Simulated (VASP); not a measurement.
Wanted: the native input for a VASP 6.6.1 run.

```yaml
Task: single point
Functional: LDA
Potentials_or_basis: VASP PAW LDA potentials, release 64 (Sc_sv, Zn)
Cutoff: 520 eV
k_mesh: 7 × 7 × 7
Occupations: fermi-dirac, width 0.15 eV
Spin: no spin polarisation
Dipole_correction: no
Further_INCAR_settings: ALGO = Normal; EDIFF = 1e-07; NBANDS = 18
```

The structure of ScZn lies in POSCAR:

```
ScZn
1.0
    3.4789710482      0.0000000000      0.0000000000
    0.0000000000      3.4789710482      0.0000000000
    0.0000000000      0.0000000000      3.4789710482
Sc Zn
1 1
Direct
    0.0000000000      0.0000000000      0.0000000000
    0.5000000000      0.5000000000      0.5000000000
```

One way to write it, as run:

INCAR

```
SYSTEM = ScZn
PREC = Accurate
ENCUT = 520
EDIFF = 1E-7
ISMEAR = -1
SIGMA = 0.15
LREAL = .FALSE.
LASPH = .TRUE.
NELM = 80
ALGO = Normal
ISIF = 2
LWAVE = .FALSE.
LCHARG = .TRUE.
GGA = CA
LELF = .TRUE.
LVHAR = .TRUE.
NBANDS = 18
```

KPOINTS

```
Automatic mesh
0
G
  7 7 7
  0 0 0
```

Potentials or basis: VASP PAW LDA potentials, release 64 (Sc_sv, Zn).

Run with:

```console
$ cat potpaw_LDA.64/Sc_sv/POTCAR potpaw_LDA.64/Zn/POTCAR > POTCAR
$ mpirun -np 1 vasp_std > vasp.out
```

It gave:

The pressure is -11.6 GPa and the band gap on the k mesh is zero (an odd number of electrons rules out a gap without spin polarisation).

Caveat: the cell stands under tension.

Wall time 36 s on 1 thread of AMD EPYC 7R13, on a shared host, peak memory 0.12 GiB.
